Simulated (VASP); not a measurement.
Here is a VASP 6.6.1 calculation.

INCAR

```
SYSTEM = CaB6
PREC = Accurate
ENCUT = 520
EDIFF = 1E-6
ISMEAR = 0
SIGMA = 0.1
LREAL = .False.
LASPH = .True.
NELM = 100
ALGO = Normal
ISIF = 2
LWAVE = .False.
LCHARG = .False.
GGA = PS
NBANDS = 23
```

KPOINTS

```
Automatic mesh
0
Gamma
  10 10 10
  0 0 0
```

File POSCAR:

```
CaB6
1.0
    4.2605699413      0.0000000000      0.0000000000
    0.0000000000      4.2605699413      0.0000000000
    0.0000000000      0.0000000000      4.2605699413
Ca B
1 6
Direct
    0.5000000000      0.5000000000      0.5000000000
    0.0000000000      0.0000000000      0.2963239548
    0.0000000000      0.0000000000      0.7036760452
    0.2963239548      0.0000000000      0.0000000000
    0.7036760452      0.0000000000      0.0000000000
    0.0000000000      0.2963239548      0.0000000000
    0.0000000000      0.7036760452      0.0000000000
```

Potentials or basis: VASP PAW PBE potentials, release 64 (Ca_sv, B).

Launch:

```console
$ cat potpaw_PBE.64/Ca_sv/POTCAR potpaw_PBE.64/B/POTCAR > POTCAR
$ mpirun -np 1 vasp_std > vasp.out
```

What does it give for the pressure?

-12.0 GPa.

Predict the largest force.

0.027 eV/Å.

Forces in eV/Å, atoms in the order of the input:
```
Ca   0.000  0.000  0.000
B    0.000  0.000  0.027
B    0.000  0.000 -0.027
B    0.027  0.000  0.000
B   -0.027  0.000  0.000
B    0.000  0.027  0.000
B    0.000 -0.027  0.000
```

Caveat: the cell stands under tension; the PAW data sets were made with another functional, which shifts forces and pressure a little.
